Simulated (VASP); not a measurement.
# Ge3Pd (Pm-3m) in VASP: further runs

Ge3Pd is run at these levels: PBEsol+U; tasks: single point.

Program: VASP 6.6.1. These are calculated values, not measurements. Logs are shortened: lines on timing, memory, paths and dates and some standing lists are left out, and cuts for length are marked.

## Step 1: The cell of the first run

Symmetry: Pm-3m, No. 221, cubic system. The conventional cell has a = 4.142 Å, b = 4.142 Å, c = 4.142 Å, α = 90.00°, β = 90.00°, γ = 90.00°. Pd (site symmetry m-3m) has 12 Ge at 2.93 Å within 3.9 Å. Ge (site symmetry 4/mmm) has 4 Pd at 2.93 Å and 8 Ge at 2.93 Å within 3.9 Å.

## Step 2: Single point, PBEsol+U

INCAR reads:

```
SYSTEM = Ge3Pd
PREC = Accurate
ENCUT = 520
EDIFF = 1E-7
ISMEAR = -1
SIGMA = 0.05
LREAL = .FALSE.
LASPH = .TRUE.
NELM = 150
ALGO = Normal
ISIF = 2
LWAVE = .FALSE.
LCHARG = .TRUE.
LMAXMIX = 4
LDAU = .TRUE.
LDAUTYPE = 2
LDAUL = 2 -1
LDAUU = 1 0
LDAUJ = 0 0
LDAUPRINT = 1
GGA = PS
LELF = .TRUE.
LVHAR = .TRUE.
NBANDS = 34
```

KPOINTS reads:

```
regular mesh
0
G
  7 7 7
  0 0 0
```

POSCAR reads:

```
Ge3Pd
1.0
    4.1420230000      0.0000000000      0.0000000000
    0.0000000000      4.1420230000      0.0000000000
    0.0000000000      0.0000000000      4.1420230000
Pd Ge
1 3
Direct
    0.0000000000      0.0000000000      0.0000000000
    0.5000000000      0.5000000000      0.0000000000
    0.5000000000      0.0000000000      0.5000000000
    0.0000000000      0.5000000000      0.5000000000
```

Potentials or basis: VASP PAW PBE potentials, release 64 (Pd, Ge_d).

Started as:

```
$ cat potpaw_PBE.64/Pd/POTCAR potpaw_PBE.64/Ge_d/POTCAR > POTCAR
$ mpirun -np 1 vasp_std > vasp.out
```

OUTCAR:

```text
SYSTEM = Ge3Pd
   PREC = Accurate
   ENCUT = 520
   EDIFF = 1E-7
   ISMEAR = -1
   LREAL = .FALSE.
   LASPH = .TRUE.
   NELM = 150
   ISIF = 2
   GGA = PS

 ion  position               nearest neighbor table
   1  0.000  0.000  0.000-   2 2.93   3 2.93   4 2.93   3 2.93   4 2.93   2 2.93   4 2.93   4 2.93
                             2 2.93   3 2.93   3 2.93   2 2.93
   2  0.500  0.500  0.000-   1 2.93   1 2.93   1 2.93   1 2.93
   3  0.500  0.000  0.500-   1 2.93   1 2.93   1 2.93   1 2.93
   4  0.000  0.500  0.500-   1 2.93   1 2.93   1 2.93   1 2.93

  LATTYP: Found a simple cubic cell.
 ALAT       =     4.1420230000

  Lattice vectors:

 A1 = (   4.1420230000,   0.0000000000,   0.0000000000)
 A2 = (   0.0000000000,   4.1420230000,   0.0000000000)
 A3 = (   0.0000000000,   0.0000000000,   4.1420230000)

Analysis of symmetry for initial positions (statically):
=====================================================================
 Subroutine PRICEL returns:
 Original cell was already a primitive cell.

 Routine SETGRP: Setting up the symmetry group for a
 simple cubic supercell.

 Subroutine GETGRP returns: Found 48 space group operations
 (whereof 48 operations were pure point group operations)
 out of a pool of 48 trial point group operations.

The static configuration has the point symmetry O_h .

Analysis of symmetry for dynamics (positions and initial velocities):
=====================================================================
 Subroutine PRICEL returns:
 Original cell was already a primitive cell.

 Routine SETGRP: Setting up the symmetry group for a
 simple cubic supercell.

 Subroutine GETGRP returns: Found 48 space group operations
 (whereof 48 operations were pure point group operations)
 out of a pool of 48 trial point group operations.

The dynamic configuration has the point symmetry O_h .

 Subroutine INISYM returns: Found 48 space group operations
[... 141 lines left out ...]

spin component  1

  0.8695 -0.0000 -0.0000 -0.0000 -0.0000
 -0.0000  0.8695 -0.0000 -0.0000  0.0000
 -0.0000 -0.0000  0.8816  0.0000  0.0000
 -0.0000 -0.0000  0.0000  0.8695 -0.0000
 -0.0000  0.0000  0.0000 -0.0000  0.8816

spin component  2

  0.8695 -0.0000 -0.0000 -0.0000 -0.0000
 -0.0000  0.8695 -0.0000 -0.0000  0.0000
 -0.0000 -0.0000  0.8816  0.0000  0.0000
 -0.0000 -0.0000  0.0000  0.8695 -0.0000
 -0.0000  0.0000  0.0000 -0.0000  0.8816

 occupancies and eigenvectors

  o =  0.8695  v =  0.0000  0.9949  0.0000  0.1004  0.0000  0.0000  0.0000  0.0000  0.0000  0.0000      0.0000  0.0000  0.0000  0.0000  0.0000  0.0000  0.0000  0.0000  0.0000  0.0000
  o =  0.8695  v =  0.0000  0.0000  0.0000  0.0000  0.0000  0.0000  0.9949  0.0000  0.1004  0.0000      0.0000  0.0000  0.0000  0.0000  0.0000  0.0000  0.0000  0.0000  0.0000  0.0000
  o =  0.8695  v =  0.0000  0.1004 -0.0000 -0.9949  0.0000  0.0000  0.0000  0.0000  0.0000  0.0000      0.0000  0.0000  0.0000  0.0000  0.0000  0.0000  0.0000  0.0000  0.0000  0.0000
  o =  0.8695  v =  0.0000  0.0000  0.0000  0.0000  0.0000  0.0000  0.1004 -0.0000 -0.9949  0.0000      0.0000  0.0000  0.0000  0.0000  0.0000  0.0000  0.0000  0.0000  0.0000  0.0000
  o =  0.8695  v =  0.0000  0.0000  0.0000  0.0000  0.0000  1.0000  0.0000  0.0000  0.0000  0.0000      0.0000  0.0000  0.0000  0.0000  0.0000  0.0000  0.0000  0.0000  0.0000  0.0000
  o =  0.8695  v =  1.0000  0.0000  0.0000  0.0000  0.0000  0.0000  0.0000  0.0000  0.0000  0.0000      0.0000  0.0000  0.0000  0.0000  0.0000  0.0000  0.0000  0.0000  0.0000  0.0000
  o =  0.8816  v =  0.0000  0.0000  0.0000  0.0000  0.0000  0.0000 -0.0000  0.2519  0.0000  0.9678      0.0000  0.0000  0.0000  0.0000  0.0000  0.0000  0.0000  0.0000  0.0000  0.0000
  o =  0.8816  v =  0.0000 -0.0000  0.2519  0.0000  0.9678  0.0000  0.0000  0.0000  0.0000  0.0000      0.0000  0.0000  0.0000  0.0000  0.0000  0.0000  0.0000  0.0000  0.0000  0.0000
  o =  0.8816  v =  0.0000  0.0000 -0.9678  0.0000  0.2519  0.0000  0.0000  0.0000  0.0000  0.0000      0.0000  0.0000  0.0000  0.0000  0.0000  0.0000  0.0000  0.0000  0.0000  0.0000
  o =  0.8816  v =  0.0000  0.0000  0.0000  0.0000  0.0000  0.0000  0.0000 -0.9678  0.0000  0.2519      0.0000  0.0000  0.0000  0.0000  0.0000  0.0000  0.0000  0.0000  0.0000  0.0000

 number of electron      52.0000056 magnetization

 Free energy of the ion-electron system (eV)
  ---------------------------------------------------
  ext. energy  EPLUGINS =         0.00000000
  ---------------------------------------------------
  free energy    TOTEN  =       -20.00707536 eV

  energy without entropy =      -19.99055704  energy(sigma->0) =      -19.99881620

 E-fermi :   7.3504     XC(G=0): -11.8546

 val. band max:        7.3136690010   @ k =   0.4286   0.4286   0.1429
 cond. band min:       7.3878319823   @ k =   0.4286   0.0000   0.0000
 fundamental gap:      0.0741629813
 Fermi energy:         7.3503610840

 k-point     1 :       0.0000    0.0000    0.0000
  band No.  band energies     occupation
      1     -17.3323      2.00000
      2     -17.3323      2.00000
      3     -17.3323      2.00000
      4     -17.3211      2.00000
      5     -17.2687      2.00000
      6     -17.2687      2.00000
[... 729 lines left out ...]
     33      14.8491      0.00000
     34      19.0684      0.00000

------------------------ aborting loop because EDIFF is reached ----------------------------------------

  FORCE on cell =-STRESS in cart. coord.  units (eV):
  Direction    XX          YY          ZZ          XY          YZ          ZX
  --------------------------------------------------------------------------------------
  -------------------------------------------------------------------------------------
  Total       -2.2177188     -2.2177188     -2.2177188     -0.0000000     -0.0000000      0.0000000
  in kB      -50.0010989    -50.0010989    -50.0010989     -0.0000000     -0.0000000      0.0000000
  external PRESSURE =     -50.0010989 kB  Pullay stress =       0.0000000 kB

 VOLUME and BASIS-vectors are now :
 -----------------------------------------------------------------------------
  energy-cutoff  :      520.00
  volume of cell :       71.06
      direct lattice vectors                 reciprocal lattice vectors
     4.142023000  0.000000000  0.000000000     0.241427921  0.000000000  0.000000000
     0.000000000  4.142023000  0.000000000     0.000000000  0.241427921  0.000000000
     0.000000000  0.000000000  4.142023000     0.000000000  0.000000000  0.241427921

 POSITION                                       TOTAL-FORCE (eV/Angst)
 -----------------------------------------------------------------------------------
      0.00000      0.00000      0.00000         0.000000      0.000000      0.000000
      2.07101      2.07101      0.00000         0.000000      0.000000      0.000000
      2.07101      0.00000      2.07101         0.000000      0.000000      0.000000
      0.00000      2.07101      2.07101         0.000000      0.000000      0.000000
 -----------------------------------------------------------------------------------
    total drift:                                0.000000     -0.000000     -0.000000

  FREE ENERGIE OF THE ION-ELECTRON SYSTEM (eV)
  ---------------------------------------------------
  free  energy   TOTEN  =       -20.0070753595 eV

  energy  without entropy=      -19.9905570413  energy(sigma->0) =      -19.99881620
```

OSZICAR:

```text
N       E                     dE             d eps       ncg     rms          rms(c)
DAV:   1     0.447436618666E+03    0.44744E+03   -0.24560E+04  1700   0.412E+03
DAV:   2     0.555321220657E+02   -0.39190E+03   -0.37833E+03  1360   0.794E+02
DAV:   3    -0.165312249445E+02   -0.72063E+02   -0.70788E+02  1516   0.196E+02
DAV:   4    -0.200970595065E+02   -0.35658E+01   -0.35373E+01  1586   0.490E+01
DAV:   5    -0.201816895684E+02   -0.84630E-01   -0.84588E-01  1494   0.810E+00    0.542E+00
DAV:   6    -0.200650795785E+02    0.11661E+00   -0.61580E-01  1518   0.605E+00    0.295E+00
DAV:   7    -0.200226034051E+02    0.42476E-01   -0.14132E-01  1614   0.331E+00    0.185E+00
DAV:   8    -0.200076701030E+02    0.14933E-01   -0.53777E-02  1548   0.149E+00    0.218E-01
DAV:   9    -0.200071360289E+02    0.53407E-03   -0.55602E-03  1714   0.105E+00    0.102E-01
DAV:  10    -0.200070711283E+02    0.64901E-04   -0.64982E-04  1416   0.192E-01    0.296E-02
DAV:  11    -0.200070750704E+02   -0.39421E-05   -0.57532E-05  1600   0.800E-02    0.900E-03
DAV:  12    -0.200070755582E+02   -0.48774E-06   -0.87442E-06  1514   0.317E-02    0.539E-03
DAV:  13    -0.200070754687E+02    0.89522E-07   -0.13964E-06  1176   0.102E-02    0.479E-04
DAV:  14    -0.200070753587E+02    0.11001E-06   -0.13114E-07   830   0.411E-03    0.295E-04
DAV:  15    -0.200070753595E+02   -0.88585E-09   -0.23899E-08   736   0.164E-03
   1 F= -.20007075E+02 E0= -.19998816E+02  d E =-.165183E-01
```

Run time: 28 s. Hardware: 1 thread of AMD EPYC 9R14 (Zen 4), shared host; peak memory 0.16 GiB.

Results:

| Quantity | Value |
| --- | --- |
| Free energy | -20.0071 eV |
| Pressure | -5.0 GPa |
| Band gap on the k mesh | zero (band 26 reaches 7.48 eV, above the bottom of band 27 at 5.85 eV) |

Levels at points of the mesh, in eV from the Fermi level:
```
           k point  band 22  band 23  band 24  band 25  band 26  band 27  band 28  band 29  band 30  band 31
(0.00, 0.00, 0.00)    -2.77    -2.77    -2.77    -1.66    -1.66     0.89     3.01     3.01     3.01     5.63
```

Eigenvalues of the final occupation matrices:
| site | spin | trace | eigenvalues |
| --- | --- | --- | --- |
| site 1 d | 1 | 4.37 | 0.87 0.87 0.87 0.88 0.88 |
| site 1 d | 2 | 4.37 | 0.87 0.87 0.87 0.88 0.88 |

Caveat: the PAW data sets were made with another functional, which shifts forces and pressure a little; U without spin polarisation on a metal has little footing; the U is typed as a test and isn't derived for this compound.

## Step 3: Single point, PBEsol+U

INCAR reads:

```
SYSTEM = Ge3Pd
  PREC = Accurate
  ENCUT = 520
  EDIFF = 1E-6
  ISMEAR = -1
  SIGMA = 0.05
  LREAL = .FALSE.
  LASPH = .TRUE.
  NELM = 150
  ALGO = Normal
  ISIF = 2
  LWAVE = .FALSE.
  LCHARG = .FALSE.
  LMAXMIX = 4
  LDAU = .TRUE.
  LDAUTYPE = 2
  LDAUL = 2 -1
  LDAUU = 2 0
  LDAUJ = 0 0
  LDAUPRINT = 1
  GGA = PS
  NBANDS = 34
```

KPOINTS reads:

```
Automatic mesh
0
G
  7 7 7
  0 0 0
```

POSCAR is that of step 2.

Potentials or basis: VASP PAW PBE potentials, release 64 (Pd, Ge_d).

Started as:

```
$ cat potpaw_PBE.64/Pd/POTCAR potpaw_PBE.64/Ge_d/POTCAR > POTCAR
$ mpirun -np 1 vasp_std > vasp.out
```

OUTCAR:

```text
SYSTEM = Ge3Pd
   PREC = Accurate
   ENCUT = 520
   EDIFF = 1E-6
   ISMEAR = -1
   LREAL = .FALSE.
   LASPH = .TRUE.
   NELM = 150
   ISIF = 2
   GGA = PS

 ion  position               nearest neighbor table
   1  0.000  0.000  0.000-   2 2.93   3 2.93   4 2.93   3 2.93   4 2.93   2 2.93   4 2.93   4 2.93
                             2 2.93   3 2.93   3 2.93   2 2.93
   2  0.500  0.500  0.000-   1 2.93   1 2.93   1 2.93   1 2.93
   3  0.500  0.000  0.500-   1 2.93   1 2.93   1 2.93   1 2.93
   4  0.000  0.500  0.500-   1 2.93   1 2.93   1 2.93   1 2.93

  LATTYP: Found a simple cubic cell.
 ALAT       =     4.1420230000

  Lattice vectors:

 A1 = (   4.1420230000,   0.0000000000,   0.0000000000)
 A2 = (   0.0000000000,   4.1420230000,   0.0000000000)
 A3 = (   0.0000000000,   0.0000000000,   4.1420230000)

Analysis of symmetry for initial positions (statically):
=====================================================================
 Subroutine PRICEL returns:
 Original cell was already a primitive cell.

[... 201 lines left out ...]
  free energy    TOTEN  =       -19.47805129 eV

  energy without entropy =      -19.46245759  energy(sigma->0) =      -19.47025444

 E-fermi :   7.3019     XC(G=0): -11.8486

 val. band max:        7.2562919125   @ k =   0.4286   0.4286   0.1429
 cond. band min:       7.3594244011   @ k =   0.4286   0.4286   0.0000
 fundamental gap:      0.1031324885
 Fermi energy:         7.3019162216

 k-point     1 :       0.0000    0.0000    0.0000
  band No.  band energies     occupation
      1     -17.3783      2.00000
      2     -17.3783      2.00000
      3     -17.3783      2.00000
      4     -17.3667      2.00000
      5     -17.3155      2.00000
      6     -17.3155      2.00000
[... 729 lines left out ...]
     33      14.8180      0.00000
     34      19.0471      0.00000

------------------------ aborting loop because EDIFF is reached ----------------------------------------

  FORCE on cell =-STRESS in cart. coord.  units (eV):
  Direction    XX          YY          ZZ          XY          YZ          ZX
  --------------------------------------------------------------------------------------
  -------------------------------------------------------------------------------------
  Total       -2.4064284     -2.4064284     -2.4064284     -0.0000000      0.0000000     -0.0000000
  in kB      -54.2557790    -54.2557790    -54.2557790     -0.0000000      0.0000000     -0.0000000
  external PRESSURE =     -54.2557790 kB  Pullay stress =       0.0000000 kB

 VOLUME and BASIS-vectors are now :
 -----------------------------------------------------------------------------
  energy-cutoff  :      520.00
  volume of cell :       71.06
      direct lattice vectors                 reciprocal lattice vectors
     4.142023000  0.000000000  0.000000000     0.241427921  0.000000000  0.000000000
     0.000000000  4.142023000  0.000000000     0.000000000  0.241427921  0.000000000
     0.000000000  0.000000000  4.142023000     0.000000000  0.000000000  0.241427921

 POSITION                                       TOTAL-FORCE (eV/Angst)
 -----------------------------------------------------------------------------------
      0.00000      0.00000      0.00000         0.000000      0.000000      0.000000
      2.07101      2.07101      0.00000         0.000000      0.000000      0.000000
      2.07101      0.00000      2.07101         0.000000      0.000000      0.000000
      0.00000      2.07101      2.07101         0.000000      0.000000      0.000000
 -----------------------------------------------------------------------------------
    total drift:                                0.000000     -0.000000     -0.000000

  FREE ENERGIE OF THE ION-ELECTRON SYSTEM (eV)
  ---------------------------------------------------
  free  energy   TOTEN  =       -19.4780512883 eV

  energy  without entropy=      -19.4624575872  energy(sigma->0) =      -19.47025444
```

OSZICAR:

```text
N       E                     dE             d eps       ncg     rms          rms(c)
DAV:   1     0.446587644196E+03    0.44659E+03   -0.24602E+04  1716   0.412E+03
DAV:   2     0.558211616593E+02   -0.39077E+03   -0.37728E+03  1360   0.793E+02
DAV:   3    -0.159941960725E+02   -0.71815E+02   -0.70589E+02  1508   0.196E+02
DAV:   4    -0.195382081485E+02   -0.35440E+01   -0.35174E+01  1586   0.488E+01
DAV:   5    -0.196221266908E+02   -0.83919E-01   -0.83876E-01  1510   0.804E+00    0.564E+00
DAV:   6    -0.195156610030E+02    0.10647E+00   -0.30807E-01  1616   0.490E+00    0.294E+00
DAV:   7    -0.194899974208E+02    0.25664E-01   -0.97725E-02  1674   0.297E+00    0.159E+00
DAV:   8    -0.194785123221E+02    0.11485E-01   -0.49635E-02  1578   0.132E+00    0.232E-01
DAV:   9    -0.194780571139E+02    0.45521E-03   -0.44588E-03  1764   0.918E-01    0.624E-02
DAV:  10    -0.194780494652E+02    0.76486E-05   -0.22246E-04  1628   0.170E-01    0.261E-02
DAV:  11    -0.194780503614E+02   -0.89620E-06   -0.28668E-05  1618   0.608E-02    0.837E-03
DAV:  12    -0.194780512883E+02   -0.92684E-06   -0.37674E-06  1336   0.275E-02
   1 F= -.19478051E+02 E0= -.19470254E+02  d E =-.155937E-01
```

stdout:

```text
POSCAR found type information on POSCAR PdGe
 POSCAR found :  2 types and       4 ions
 scaLAPACK will be used
 -----------------------------------------------------------------------------
|                                                                             |
|                                                                             |
|     You enforced a specific xc type in the INCAR file but a different       |
|     I HOPE YOU KNOW WHAT YOU ARE DOING!                                     |
|                                                                             |
 -----------------------------------------------------------------------------

 LDA part: xc-table for (Slater+PW92), standard interpolation
 POSCAR, INCAR and KPOINTS ok, starting setup
 FFT: planning ... GRIDC
 FFT: planning ... GRID_SOFT
 FFT: planning ... GRID
 WAVECAR not read
 entering main loop
```

Wall time 23 s (1 thread of AMD EPYC 9R14 (Zen 4), shared host); peak memory 0.17 GiB.

What came out:

| Quantity | Value |
| --- | --- |
| Free energy | -19.4781 eV |
| Pressure | -5.4 GPa |
| Band gap on the k mesh | zero (band 26 reaches 7.44 eV, above the bottom of band 27 at 5.70 eV) |

Eigenvalues of the final occupation matrices:
| site | spin | trace | eigenvalues |
| --- | --- | --- | --- |
| site 1 d | 1 | 4.43 | 0.88 0.88 0.88 0.89 0.89 |
| site 1 d | 2 | 4.43 | 0.88 0.88 0.88 0.89 0.89 |

Caveat: the PAW data sets were made with another functional, which shifts forces and pressure a little; U without spin polarisation on a metal has little footing; the U is typed as a test and isn't derived for this compound.
